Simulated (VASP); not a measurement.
AlGeIr3, 5 atoms in the cell. It takes space group Pm-3m (No. 221, cubic). Conventional cell: a = 4.065 Å, b = 4.065 Å, c = 4.065 Å, α = 90.00°, β = 90.00°, γ = 90.00°. Al (site symmetry m-3m) has 6 Ir at 2.03 Å within 2.7 Å. Ge (site symmetry m-3m) has 12 Ir at 2.87 Å and 8 Al at 3.52 Å within 3.8 Å. Ir (site symmetry 4/mmm) has 2 Al at 2.03 Å within 2.7 Å. 

```yaml
Program: VASP 6.6.1
Task: relaxation of cell and atoms
Functional: PBE
Potentials_or_basis: VASP PAW PBE potentials, release 64 (Al, Ge_d, Ir)
Cutoff: 600 eV
k_mesh: 4 × 4 × 4
Occupations: gaussian, width 0.1 eV
Spin: no spin polarisation
Dipole_correction: no
Further_INCAR_settings: ALGO = Fast; EDIFF = 1e-07; IBRION = 2; EDIFFG = -0.04; NSW = 90; ISIF = 3
```

Potentials or basis: VASP PAW PBE potentials, release 64 (Al, Ge_d, Ir).

Command:

```sh
$ cat potpaw_PBE.64/Al/POTCAR potpaw_PBE.64/Ge_d/POTCAR potpaw_PBE.64/Ir/POTCAR > POTCAR
$ mpirun -np 1 vasp_std > vasp.out
```

Hardware: 1 thread of AMD EPYC 7R13, with other jobs on the host.

Q: How long does it take, and how much memory?

A: It took 5.3 min on 1 thread of AMD EPYC 7R13, with other jobs on the host, peak memory 0.17 GiB. Counts: scf iterations 124, k points 10, ion steps 5.
